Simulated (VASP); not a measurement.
# Mg2ZnO3 (P-3m1) in VASP: single point with LDA

Aim: the single point of Mg2ZnO3 with LDA.

All numbers are computed with VASP 6.6.1; they aren't measurements. Logs are shortened: lines on timing, memory, paths and dates and some standing lists are left out, and cuts for length are marked.

## Step 1: The cell of the first run

It takes space group P-3m1 (No. 164, trigonal). The conventional cell has a = 3.033 Å, b = 3.033 Å, c = 7.403 Å, α = 90.00°, β = 90.00°, γ = 120.00°. Within 2.8 Å of Mg (site symmetry 3m) lie 6 O at 2.12 to 2.14 Å. Zn (site symmetry -3m) has 6 O at 2.17 Å within 2.9 Å. O (site symmetry 3m) has 3 Mg at 2.12 Å and 3 Zn at 2.17 Å within 2.8 Å. Within 2.8 Å of O (site symmetry -3m) lie 6 Mg at 2.14 Å.

## Step 2: Single point, LDA

INCAR

```
PREC = Accurate
ENCUT = 600
EDIFF = 1E-6
ISMEAR = 0
SIGMA = 0.01
LREAL = F
LASPH = T
NELM = 120
ALGO = Normal
ISIF = 2
LWAVE = F
LCHARG = F
NBANDS = 26
GGA_COMPAT = F
```

KPOINTS

```
Automatic mesh
0
Gamma
  8 8 3
```

POSCAR

```
Mg2ZnO3
1.0
    3.0329990000      0.0000000000      0.0000000000
   -1.5164995000      2.6266541837      0.0000000000
    0.0000000000      0.0000000000      7.4033160000
Mg Zn O
2 1 3
Direct
    0.3333333333      0.6666666667      0.6658000000
    0.6666666667      0.3333333333      0.3342000000
    0.0000000000      0.0000000000      0.0000000000
    0.3333333333      0.6666666667      0.1726190000
    0.6666666667      0.3333333333      0.8273810000
    0.0000000000      0.0000000000      0.5000000000
```

Potentials or basis: VASP PAW LDA potentials, release 64 (Mg, Zn, O).

Run with:

```sh
$ cat potpaw_LDA.64/Mg/POTCAR potpaw_LDA.64/Zn/POTCAR potpaw_LDA.64/O/POTCAR > POTCAR
$ mpirun -np 1 vasp_std > vasp.out
```

OUTCAR:

```text
PREC = Accurate
   ENCUT = 600
   EDIFF = 1E-6
   ISMEAR = 0
   LREAL = F
   LASPH = T
   NELM = 120
   ISIF = 2

 ion  position               nearest neighbor table
   1  0.333  0.667  0.666-   5 2.12   5 2.12   5 2.12   6 2.14   6 2.14   6 2.14   2 3.02   2 3.02
                             2 3.02   3 3.03   3 3.03   3 3.03
   2  0.667  0.333  0.334-   4 2.12   4 2.12   4 2.12   6 2.14   6 2.14   6 2.14   1 3.02   1 3.02
                             1 3.02   3 3.03   3 3.03   3 3.03
   3  0.000  0.000  0.000-   4 2.17   5 2.17   5 2.17   4 2.17   5 2.17   4 2.17   1 3.03   2 3.03
                             1 3.03   2 3.03   2 3.03   1 3.03
   4  0.333  0.667  0.173-   2 2.12   2 2.12   2 2.12   3 2.17   3 2.17   3 2.17
   5  0.667  0.333  0.827-   1 2.12   1 2.12   1 2.12   3 2.17   3 2.17   3 2.17
   6  0.000  0.000  0.500-   1 2.14   2 2.14   2 2.14   1 2.14   2 2.14   1 2.14

  LATTYP: Found a hexagonal cell.
 ALAT       =     3.0329990000
 C/A-ratio  =     2.4409226643

  Lattice vectors:

 A1 = (   3.0329990000,   0.0000000000,   0.0000000000)
 A2 = (  -1.5164995000,   2.6266541837,   0.0000000000)
 A3 = (   0.0000000000,   0.0000000000,   7.4033160000)

Analysis of symmetry for initial positions (statically):
=====================================================================
 Subroutine PRICEL returns:
 Original cell was already a primitive cell.

 Routine SETGRP: Setting up the symmetry group for a
 hexagonal supercell.

 Subroutine GETGRP returns: Found 12 space group operations
 (whereof 12 operations were pure point group operations)
 out of a pool of 24 trial point group operations.

The static configuration has the point symmetry D_3d.

Analysis of symmetry for dynamics (positions and initial velocities):
=====================================================================
 Subroutine PRICEL returns:
 Original cell was already a primitive cell.

 Routine SETGRP: Setting up the symmetry group for a
 hexagonal supercell.

 Subroutine GETGRP returns: Found 12 space group operations
 (whereof 12 operations were pure point group operations)
 out of a pool of 24 trial point group operations.

The dynamic configuration has the point symmetry D_3d.

 Subroutine INISYM returns: Found 12 space group operations
 (whereof 12 operations are pure point group operations),
 and found     1 'primitive' translations

----------------------------------------------------------------------------------------

                                     Primitive cell

  volume of cell :      58.9795

  direct lattice vectors                    reciprocal lattice vectors
     3.032999000  0.000000000  0.000000000     0.329706670  0.190356235  0.000000000
    -1.516499500  2.626654184  0.000000000     0.000000000  0.380712469  0.000000000
     0.000000000  0.000000000  7.403316000     0.000000000  0.000000000  0.135074607

  length of vectors
     3.032999000  3.032999000  7.403316000     0.380712469  0.380712469  0.135074607

  position of ions in fractional coordinates (direct lattice)
     0.333333333  0.666666667  0.665800000
     0.666666667  0.333333333  0.334200000
     0.000000000  0.000000000  0.000000000
     0.333333333  0.666666667  0.172619000
     0.666666667  0.333333333  0.827381000
     0.000000000  0.000000000  0.500000000

  ion indices of the primitive-cell ions
   primitive index   ion index
                 1           1
                 2           2
                 3           3
                 4           4
                 5           5
                 6           6

----------------------------------------------------------------------------------------

 KPOINTS: Automatic mesh

Automatic generation of k-mesh.
 Grid dimensions read from file:
 generate k-points for:    8    8    3

 Generating k-lattice:

  Cartesian coordinates                     Fractional coordinates (reciprocal lattice)
     0.041213334  0.023794529  0.000000000     0.125000000  0.000000000  0.000000000
     0.000000000  0.047589059  0.000000000     0.000000000  0.125000000  0.000000000
     0.000000000  0.000000000  0.045024869     0.000000000  0.000000000  0.333333333

  Length of vectors
     0.047589059  0.047589059  0.045024869

  Shift w.r.t. Gamma in fractional coordinates (k-lattice)
     0.000000000  0.000000000  0.000000000

 Subroutine IBZKPT returns following result:
 ===========================================

 Found     25 irreducible k-points:

 Following reciprocal coordinates:
            Coordinates               Weight
  0.000000  0.000000  0.000000      1.000000
  0.125000 -0.000000  0.000000      6.000000
  0.250000 -0.000000  0.000000      6.000000
  0.375000  0.000000  0.000000      6.000000
  0.500000 -0.000000  0.000000      3.000000
  0.125000  0.125000  0.000000      6.000000
[... 16 lines left out ...]
 -0.125000  0.500000  0.333333     12.000000
  0.250000  0.250000  0.333333     12.000000
   k-points           NKPTS =     25   k-points in BZ     NKDIM =     25   number of bands    NBANDS=     26
   number of dos      NEDOS =    301   number of ions     NIONS =      6
   total plane-waves  NPLWV =  34560
   dimension x,y,z NGX =    24 NGY =   24 NGZ =   60
   dimension x,y,z NGXF=    48 NGYF=   48 NGZF=  120
   ions per type =               2   1   3
   NGX,Y,Z   is equivalent  to a cutoff of  13.15, 13.15, 13.47 a.u.
   NGXF,Y,Z  is equivalent  to a cutoff of  26.31, 26.31, 26.95 a.u.
 SYSTEM =  unknown system
   PREC   = accura    normal or accurate (medium, high low for compatibility)
   ISTART =      0    job   : 0-new  1-cont  2-samecut
   ICHARG =      2    charge: 1-file 2-atom 10-const
   ISPIN  =      1    spin polarized calculation?
   LNONCOLLINEAR =      F non collinear calculations
   LSORBIT =      F    spin-orbit coupling
   LASPH  =      T    aspherical Exc in radial PAW
   ENCUT  =  600.0 eV  44.10 Ry    6.64 a.u.   6.06  6.06 14.79*2*pi/ulx,y,z
   NELM   =    120;   NELMIN=  2; NELMDL= -5     # of ELM steps
   EDIFF  = 0.1E-05   stopping-criterion for ELM
   LREAL  =      F    real-space projection
   EDIFFG = 0.1E-04   stopping-criterion for IOM
   NSW    =      0    number of steps for IOM
   IBRION =     -1    ionic relax: 0-MD 1-quasi-New 2-CG
   NFREE  =      0    steps in history (QN), initial steepest desc. (CG)
   ISIF   =      2    stress and relaxation
   ISYM   =      2    0-nonsym 1-usesym 2-fastsym
   POTIM  = 0.5000    time-step for ionic-motion
   TEBEG  =    0.0;   TEEND  =   0.0 temperature during run
   PSTRESS=    0.0 pullay stress
   NELECT =      34.0000    total number of electrons
   NUPDOWN=      -1.0000    fix difference up-down
   EMIN   =  10.00;   EMAX   =-10.00  energy-range for DOS
   EFERMI =   0.00;   METHOD = LEGACY
   ISMEAR =     0;   SIGMA  =   0.01  broadening in eV -4-tet -1-fermi 0-gaus
   EFERMI_NEDOS =   21; number of points for ismear=-14 and -15
   IALGO  =     38    algorithm
   IMIX   =      4    mixing-type and parameters
     AMIX     =   0.40;   BMIX     =  1.00
     AMIX_MAG =   1.60;   BMIX_MAG =  1.00
  volume/ion in A,a.u.               =       9.83        66.34
  Fermi-wavevector in a.u.,A,eV,Ry     =   1.362492  2.574737 25.257647  1.856385
  Thomas-Fermi vector in A             =   2.488977
   LORBIT       =      0    0 simple, 1 ext, 2 COOP (PROOUT), +10 PAW based schemes
   GGA     = CA    functional components
   LHFCALC =     F    Hartree Fock is set to
   AEXX    =    0.0000 exact exchange contribution
   IVDW    =     0    specifies the selected vdW correction
   LEPSILON=     F    determine dielectric tensor
   LRPA    =     F    only Hartree local field effects (RPA)
 non-spin polarized calculation
 Gauss-broadening in eV      SIGMA  =   0.01
  energy-cutoff  :      600.00
  volume of cell :       58.98
 maximum number of plane-waves:      1992
   NGX = 13   NGY = 13   NGZ = 29

 number of electron      34.0000025 magnetization

 Free energy of the ion-electron system (eV)
  ---------------------------------------------------
  ext. energy  EPLUGINS =         0.00000000
  ---------------------------------------------------
  free energy    TOTEN  =       -37.16758767 eV

  energy without entropy =      -37.16758767  energy(sigma->0) =      -37.16758767

 E-fermi :   2.6125     XC(G=0): -11.8264

 val. band max:        2.4675722352   @ k =   0.0000   0.0000   0.3333
 cond. band min:       5.3126606217   @ k =   0.0000   0.0000   0.0000
 fundamental gap:      2.8450883865
 Fermi energy:         2.6124582623

 k-point     1 :       0.0000    0.0000    0.0000
  band No.  band energies     occupation
      1     -14.8078      2.00000
      2     -13.9576      2.00000
      3     -13.7323      2.00000
      4      -3.0860      2.00000
      5      -2.3149      2.00000
      6      -2.3149      2.00000
[... 18 lines left out ...]
     25      17.7912      0.00000
     26      17.7912      0.00000

 k-point     2 :       0.1250   -0.0000    0.0000
  band No.  band energies     occupation
      1     -14.6631      2.00000
      2     -13.8797      2.00000
      3     -13.6475      2.00000
      4      -2.9331      2.00000
      5      -2.4904      2.00000
      6      -2.2638      2.00000
[... 18 lines left out ...]
     25      16.8159      0.00000
     26      16.8951      0.00000

 k-point     3 :       0.2500   -0.0000    0.0000
  band No.  band energies     occupation
      1     -14.2800      2.00000
      2     -13.6883      2.00000
      3     -13.4396      2.00000
      4      -2.7632      2.00000
      5      -2.5011      2.00000
      6      -2.1965      2.00000
[... 572 lines left out ...]
 k-point    23 :      -0.1250    0.5000    0.3333
  band No.  band energies     occupation
      1     -13.5548      2.00000
      2     -13.4856      2.00000
      3     -13.1498      2.00000
      4      -3.2057      2.00000
      5      -2.5227      2.00000
      6      -2.3231      2.00000
[... 18 lines left out ...]
     25      14.6163      0.00000
     26      15.3298      0.00000

 k-point    24 :       0.2500    0.2500    0.3333
  band No.  band energies     occupation
      1     -13.5900      2.00000
      2     -13.4684      2.00000
      3     -13.1393      2.00000
      4      -2.8220      2.00000
      5      -2.6166      2.00000
      6      -2.2213      2.00000
[... 18 lines left out ...]
     25      14.4231      0.00000
     26      15.0352      0.00000

 [... further k-points ...]

------------------------ aborting loop because EDIFF is reached ----------------------------------------

  FORCE on cell =-STRESS in cart. coord.  units (eV):
  Direction    XX          YY          ZZ          XY          YZ          ZX
  --------------------------------------------------------------------------------------
  -------------------------------------------------------------------------------------
  Total       -4.8046887     -4.8046887     -4.8707584      0.0000000      0.0000000      0.0000000
  in kB     -130.5191949   -130.5191949   -132.3139756      0.0000000      0.0000000      0.0000000
  external PRESSURE =    -131.1174551 kB  Pullay stress =       0.0000000 kB

 VOLUME and BASIS-vectors are now :
 -----------------------------------------------------------------------------
  energy-cutoff  :      600.00
  volume of cell :       58.98
      direct lattice vectors                 reciprocal lattice vectors
     3.032999000  0.000000000  0.000000000     0.329706670  0.190356235  0.000000000
    -1.516499500  2.626654184  0.000000000     0.000000000  0.380712469  0.000000000
     0.000000000  0.000000000  7.403316000     0.000000000  0.000000000  0.135074607

 POSITION                                       TOTAL-FORCE (eV/Angst)
 -----------------------------------------------------------------------------------
     -0.00000      1.75110      4.92913         0.000000      0.000000      0.026152
      1.51650      0.87555      2.47419         0.000000     -0.000000     -0.026152
      0.00000      0.00000      0.00000         0.000000      0.000000      0.000000
     -0.00000      1.75110      1.27795        -0.000000     -0.000000     -0.140680
      1.51650      0.87555      6.12536         0.000000      0.000000      0.140680
      0.00000      0.00000      3.70166         0.000000      0.000000      0.000000
 -----------------------------------------------------------------------------------
    total drift:                               -0.000000      0.000000     -0.000000

  FREE ENERGIE OF THE ION-ELECTRON SYSTEM (eV)
  ---------------------------------------------------
  free  energy   TOTEN  =       -37.1675876739 eV

  energy  without entropy=      -37.1675876739  energy(sigma->0) =      -37.16758767
```

It took 24 s on 1 thread of AMD EPYC 9R45 (Zen 5), shared host; peak memory 0.15 GiB.

What came out:

| Quantity | Value |
| --- | --- |
| Free energy | -37.1676 eV |
| Pressure | -13.1 GPa |
| Largest force | 0.141 eV/Å |
| Band gap on the k mesh | 2.85 eV (least direct gap 2.92 eV) |

Forces on the atoms (eV/Å):
```
Mg   0.000  0.000  0.026
Mg   0.000  0.000 -0.026
Zn   0.000  0.000  0.000
O    0.000  0.000 -0.141
O    0.000  0.000  0.141
O    0.000  0.000  0.000
```

Levels at points of the mesh, in eV from the valence-band top:
| k point | band 14 | band 15 | band 16 | band 17 | band 18 | band 19 | band 20 | band 21 |
| --- | --- | --- | --- | --- | --- | --- | --- | --- |
| (0.00, 0.00, 0.00) | -0.41 | -0.41 | -0.07 | -0.07 | 2.85 | 6.23 | 6.50 | 11.06 |
| (0.50, 0.00, 0.00) | -1.63 | -1.13 | -0.74 | -0.36 | 6.25 | 7.32 | 8.44 | 9.53 |

Caveat: the cell stands under tension; an odd mesh through Γ misses points on the zone boundary, where band edges can lie.
